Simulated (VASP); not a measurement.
Runs of VASP 6.6.1 on Pt. The structure is that of space group Cmcm (No. 63), or close to it. The cells are those of the table. 

```csv
cell,gap on the mesh (eV),pressure (GPa),largest force (eV/Å)
"a = 2.689, b = 2.696, c = 4.846 Å, angles 90.1, 90.0, 119.9°, 2 atoms",none,(c),0.09
"a = 2.707, b = 2.682, c = 4.854 Å, angles 89.8, 89.9, 120.6°, 2 atoms",none,1.2,0.48
"a = 2.695, b = 2.704, c = 4.819 Å, angles 90.2, 90.0, 119.8°, 2 atoms",none,-0.9,0.11
"a = 2.698, b = 2.707, c = 4.773 Å, angles 90.1, 90.0, 119.9°, 2 atoms",none,1.1,(a)
"a = 2.694, b = 2.679, c = 4.870 Å, angles 90.0, 90.0, 120.3°, 2 atoms",none,(b),0.51
"a = 2.736, b = 2.739, c = 4.774 Å, angles 90.0, 90.0, 120.0°, 2 atoms",none,-5.5,0.59
"a = 2.697, b = 2.707, c = 4.806 Å, angles 90.2, 90.0, 119.8°, 2 atoms",none,-0.7,0.09
"a = 2.692, b = 2.685, c = 4.860 Å, angles 90.0, 90.0, 120.1°, 2 atoms",none,0.7,0.40
```

Alike in all rows: task single point; level PBEsol; potentials or basis VASP PAW PBE potentials, release 64 (Pt); no spin polarisation; k mesh 7 × 7 × 4; cutoff (eV) 520; smearing methfessel-paxton 0.1 eV.

Estimate the missing entries.

(a) 0.12; (b) 1.3; (c) -0.5.

Caveats: all runs use coarse meshes; the PAW data sets were made with another functional, which shifts forces and pressure a little; spin-orbit coupling is left out, which moves the levels of the heavy elements.

A k mesh can miss the band edges, and the runs leave out spin-orbit coupling on Pt.

A gap of «none» marks levels without a gap at the run's occupations.
